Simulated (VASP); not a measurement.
# AlN (Fm-3m) in VASP: further runs

The runs below take AlN through single point, with LDA.

The COD entry that gives the cell may itself be a prediction, so a difference from it is no test against experiment.

All numbers are computed with VASP 6.6.1; they aren't measurements. Logs are shortened: lines on timing, memory, paths and dates and some standing lists are left out, and cuts for length are marked.

### 1 The cell of the first run

It takes space group Fm-3m (No. 225, cubic). Conventional cell: a = 3.990 Å, b = 3.990 Å, c = 3.990 Å, α = 90.00°, β = 90.00°, γ = 90.00°. Within 2.6 Å of Al (site symmetry m-3m) lie 6 N at 1.99 Å. N (site symmetry m-3m) has 6 Al at 1.99 Å within 2.6 Å.

### 2 Single point, LDA

INCAR reads:

```
ALGO     = Normal         # electronic algorithm
EDIFF    = 1E-7           # SCF threshold, eV
ENCUT    = 520            # plane-wave cutoff, eV
GGA      = CA             # functional
ISIF     = 2              # what is computed and relaxed
ISMEAR   = 0              # smearing method
LASPH    = T              # aspherical terms in the spheres
LCHARG   = F              # write CHGCAR
LREAL    = F              # projectors in reciprocal space
LWAVE    = F              # write WAVECAR
NBANDS   = 11             # bands
NELM     = 60             # most SCF steps
PREC     = Accurate       # precision mode
SIGMA    = 0.01           # smearing width, eV
```

KPOINTS reads:

```
k-points
0
Gamma
  8 8 8
```

POSCAR reads:

```
AlN
1.0
    0.0000000000      1.9949108661      1.9949108661
    1.9949108661      0.0000000000      1.9949108661
    1.9949108661      1.9949108661      0.0000000000
Al N
1 1
Direct
    0.0000000000      0.0000000000      0.0000000000
    0.5000000000      0.5000000000      0.5000000000
```

Potentials or basis: VASP PAW LDA potentials, release 64 (Al, N).

On the command line:

```bash
$ cat potpaw_LDA.64/Al/POTCAR potpaw_LDA.64/N/POTCAR > POTCAR
$ mpirun -np 1 vasp_std > vasp.out
```

OUTCAR:

```text
EDIFF = 1E-7
   ENCUT = 520
   GGA = CA
   ISIF = 2
   ISMEAR = 0
   LASPH = T
   LREAL = F
   NELM = 60
   PREC = Accurate

 ion  position               nearest neighbor table
   1  0.000  0.000  0.000-   2 1.99   2 1.99   2 1.99   2 1.99   2 1.99   2 1.99
   2  0.500  0.500  0.500-   1 1.99   1 1.99   1 1.99   1 1.99   1 1.99   1 1.99

  LATTYP: Found a face centered cubic cell.
 ALAT       =     3.9898217322

  Lattice vectors:

 A1 = (   0.0000000000,   1.9949108661,   1.9949108661)
 A2 = (   1.9949108661,   0.0000000000,   1.9949108661)
 A3 = (   1.9949108661,   1.9949108661,   0.0000000000)

Analysis of symmetry for initial positions (statically):
=====================================================================
 Subroutine PRICEL returns:
 Original cell was already a primitive cell.

 Routine SETGRP: Setting up the symmetry group for a
 face centered cubic supercell.

 Subroutine GETGRP returns: Found 48 space group operations
 (whereof 48 operations were pure point group operations)
 out of a pool of 48 trial point group operations.

The static configuration has the point symmetry O_h .

Analysis of symmetry for dynamics (positions and initial velocities):
=====================================================================
 Subroutine PRICEL returns:
 Original cell was already a primitive cell.

 Routine SETGRP: Setting up the symmetry group for a
 face centered cubic supercell.

 Subroutine GETGRP returns: Found 48 space group operations
 (whereof 48 operations were pure point group operations)
 out of a pool of 48 trial point group operations.

The dynamic configuration has the point symmetry O_h .

 Subroutine INISYM returns: Found 48 space group operations
 (whereof 48 operations are pure point group operations),
 and found     1 'primitive' translations

----------------------------------------------------------------------------------------

                                     Primitive cell

  volume of cell :      15.8782

  direct lattice vectors                    reciprocal lattice vectors
     0.000000000  1.994910866  1.994910866    -0.250637765  0.250637765  0.250637765
     1.994910866  0.000000000  1.994910866     0.250637765 -0.250637765  0.250637765
     1.994910866  1.994910866  0.000000000     0.250637765  0.250637765 -0.250637765

  length of vectors
     2.821230003  2.821230003  2.821230003     0.434117343  0.434117343  0.434117343

  position of ions in fractional coordinates (direct lattice)
[... 82 lines left out ...]
   NSW    =      0    number of steps for IOM
   IBRION =     -1    ionic relax: 0-MD 1-quasi-New 2-CG
   NFREE  =      0    steps in history (QN), initial steepest desc. (CG)
   ISIF   =      2    stress and relaxation
   ISYM   =      2    0-nonsym 1-usesym 2-fastsym
   POTIM  = 0.5000    time-step for ionic-motion
   TEBEG  =    0.0;   TEEND  =   0.0 temperature during run
   PSTRESS=    0.0 pullay stress
   NELECT =       8.0000    total number of electrons
   NUPDOWN=      -1.0000    fix difference up-down
   EMIN   =  10.00;   EMAX   =-10.00  energy-range for DOS
   EFERMI =   0.00;   METHOD = LEGACY
   ISMEAR =     0;   SIGMA  =   0.01  broadening in eV -4-tet -1-fermi 0-gaus
   EFERMI_NEDOS =   21; number of points for ismear=-14 and -15
   IALGO  =     38    algorithm
   IMIX   =      4    mixing-type and parameters
     AMIX     =   0.40;   BMIX     =  1.00
     AMIX_MAG =   1.60;   BMIX_MAG =  1.00
  volume/ion in A,a.u.               =       7.94        53.58
  Fermi-wavevector in a.u.,A,eV,Ry     =   1.302681  2.461710 23.088776  1.696977
  Thomas-Fermi vector in A             =   2.433733
   LORBIT       =      0    0 simple, 1 ext, 2 COOP (PROOUT), +10 PAW based schemes
   GGA     = CA    functional components
   LHFCALC =     F    Hartree Fock is set to
   AEXX    =    0.0000 exact exchange contribution
   IVDW    =     0    specifies the selected vdW correction
   LEPSILON=     F    determine dielectric tensor
   LRPA    =     F    only Hartree local field effects (RPA)
 non-spin polarized calculation
 Gauss-broadening in eV      SIGMA  =   0.01
  energy-cutoff  :      520.00
  volume of cell :       15.88
 maximum number of plane-waves:       444
 NGX is ok and might be reduce to    24
   NGX = 11   NGY = 11   NGZ = 11

 number of electron       7.9999999 magnetization

 Free energy of the ion-electron system (eV)
  ---------------------------------------------------
  ext. energy  EPLUGINS =         0.00000000
  ---------------------------------------------------
  free energy    TOTEN  =       -16.22539460 eV

  energy without entropy =      -16.22539460  energy(sigma->0) =      -16.22539460

 E-fermi :  10.3809     XC(G=0): -12.7619

 val. band max:       10.2396104973   @ k =   0.0000   0.0000   0.0000
 cond. band min:      15.0893004511   @ k =   0.5000   0.5000   0.0000
 fundamental gap:      4.8496899538
 Fermi energy:        10.3809467249

 k-point     1 :       0.0000    0.0000    0.0000
  band No.  band energies     occupation
      1      -7.5383      2.00000
      2      10.2396      2.00000
      3      10.2396      2.00000
      4      10.2396      2.00000
      5      16.6008      0.00000
      6      22.3845      0.00000
      7      22.3845      0.00000
      8      22.3845      0.00000
      9      27.7187      0.00000
     10      28.1632      0.00000
     11      28.1632      0.00000
[... 309 lines left out ...]
 k-point    24 :      -0.3750    0.2500    0.1250
  band No.  band energies     occupation
      1      -3.4977      2.00000
      2       2.5380      2.00000
      3       6.3861      2.00000
      4       8.1525      2.00000
      5      18.8870      0.00000
      6      18.9667      0.00000
      7      22.8166      0.00000
      8      23.2381      0.00000
      9      28.6522      0.00000
     10      29.5767      0.00000
     11      32.9553      0.00000

 [... further k-points ...]
[... 5 lines left out ...]
  --------------------------------------------------------------------------------------
  -------------------------------------------------------------------------------------
  Total        0.5179578      0.5179578      0.5179578      0.0000000      0.0000000     -0.0000000
  in kB       52.2642166     52.2642166     52.2642166      0.0000000      0.0000000     -0.0000000
  external PRESSURE =      52.2642166 kB  Pullay stress =       0.0000000 kB

 VOLUME and BASIS-vectors are now :
 -----------------------------------------------------------------------------
  energy-cutoff  :      520.00
  volume of cell :       15.88
      direct lattice vectors                 reciprocal lattice vectors
     0.000000000  1.994910866  1.994910866    -0.250637765  0.250637765  0.250637765
     1.994910866  0.000000000  1.994910866     0.250637765 -0.250637765  0.250637765
     1.994910866  1.994910866  0.000000000     0.250637765  0.250637765 -0.250637765

 POSITION                                       TOTAL-FORCE (eV/Angst)
 -----------------------------------------------------------------------------------
      0.00000      0.00000      0.00000        -0.000000     -0.000000      0.000000
      1.99491      1.99491      1.99491         0.000000      0.000000      0.000000
 -----------------------------------------------------------------------------------
    total drift:                               -0.000000     -0.000000      0.000000

  FREE ENERGIE OF THE ION-ELECTRON SYSTEM (eV)
  ---------------------------------------------------
  free  energy   TOTEN  =       -16.2253945964 eV

  energy  without entropy=      -16.2253945964  energy(sigma->0) =      -16.22539460
```

Run time: 9.9 s. Hardware: 1 thread of AMD EPYC 7R13, shared host; peak memory 0.09 GiB.

Results:

```
Free energy            : -16.2254 eV
Pressure               : 5.2 GPa
Band gap on the k mesh : 4.85 eV, indirect (least direct gap 6.36 eV)
```

### 3 Single point, LDA

This run uses another cell than the first one, of 8.24 Å³/atom, 1.038 times its volume.

INCAR reads:

```
SYSTEM = AlN
PREC     = Accurate       ! precision mode
ENCUT    = 520            ! plane-wave cutoff, eV
EDIFF    = 1E-6           ! SCF threshold, eV
ISMEAR   = 0              ! smearing method
SIGMA    = 0.01           ! smearing width, eV
LREAL    = .FALSE.        ! projectors in reciprocal space
LASPH    = .TRUE.         ! aspherical terms in the spheres
NELM     = 80             ! most SCF steps
ALGO     = Normal         ! electronic algorithm
ISIF     = 2              ! what is computed and relaxed
LWAVE    = .FALSE.        ! write WAVECAR
LCHARG   = .FALSE.        ! write CHGCAR
GGA      = CA             ! functional
NBANDS   = 11             ! bands
```

KPOINTS reads:

```
regular mesh
0
G
  8 8 8
  0 0 0
```

POSCAR reads:

```
AlN
1.0
    0.0000000000      2.0201655834      2.0201655834
    2.0201655834      0.0000000000      2.0201655834
    2.0201655834      2.0201655834      0.0000000000
Al N
1 1
Direct
    0.0000000000      0.0000000000      0.0000000000
    0.5000000000      0.5000000000      0.5000000000
```

Potentials or basis: VASP PAW LDA potentials, release 64 (Al, N).

On the command line:

```bash
$ cat potpaw_LDA.64/Al/POTCAR potpaw_LDA.64/N/POTCAR > POTCAR
$ mpirun -np 1 vasp_std > vasp.out
```

Wall time 12 s (1 thread of AMD EPYC 7R13, shared host); peak memory 0.09 GiB.

The run converged. Its results:

```
Free energy            : -16.2253 eV
Pressure               : -5.2 GPa
Band gap on the k mesh : 4.48 eV, indirect (least direct gap 5.80 eV)
```

Levels at points of the mesh, in eV from the valence-band top:
| k point | band 1 | band 2 | band 3 | band 4 | band 5 | band 6 | band 7 | band 8 | band 9 |
| --- | --- | --- | --- | --- | --- | --- | --- | --- | --- |
| (0.00, 0.00, 0.00) | -17.43 | 0.00 | 0.00 | 0.00 | 5.80 | 12.03 | 12.03 | 12.03 | 17.26 |
| (0.50, 0.00, 0.00) | -14.08 | -8.36 | -1.08 | -1.08 | 6.14 | 10.82 | 10.82 | 13.15 | 15.90 |
| (0.50, 0.50, 0.00) | -13.06 | -7.43 | -2.82 | -2.82 | 4.48 | 5.19 | 13.92 | 17.02 | 17.02 |

A k mesh can miss the band edges.
